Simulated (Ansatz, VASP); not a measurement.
## SrTe in VASP and in Ansatz

```xyz
2
Lattice="0.0000 3.2400 3.2400 3.2400 0.0000 3.2400 3.2400 3.2400 0.0000" Properties=species:S:1:pos:R:3 pbc="T T T"
Sr    0.0000    0.0000    0.0000
Te    3.2400    3.2400    3.2400
```

Alike in both runs: functional PBEsol; k mesh 7 × 7 × 7; occupations fermi-dirac, width 0.03 eV; no spin polarisation.

Ansatz relaxed the structure, and its values are those at the end. VASP's run is a single point on that final structure, the one shown.

|  | VASP | Ansatz |
| --- | --- | --- |
| version | VASP 6.6.1 | Ansatz 0.2.0 |
| potentials or method | VASP PAW PBE potentials, release 64 (Sr_sv, Te) | PAW with Ansatz's default frozen-core files, scalar-relativistic |
| plane-wave cutoff (eV) | 500 | 420 |
| valence electrons in the cell | 16 | 26 |

```csv
,VASP,Ansatz,Ansatz less VASP
pressure (GPa),2.5,2.3,-0.16
```

VASP's potentials were made for PBE, not for PBEsol. With one functional, cell and mesh, what is left measures potentials, basis and numerics. VASP's potentials hold 16 valence electrons a cell and Ansatz's 26, so a difference there can come from the potentials and not from the codes. Ansatz's warnings: stress scf threshold loose.

Neither program's run includes spin-orbit coupling.
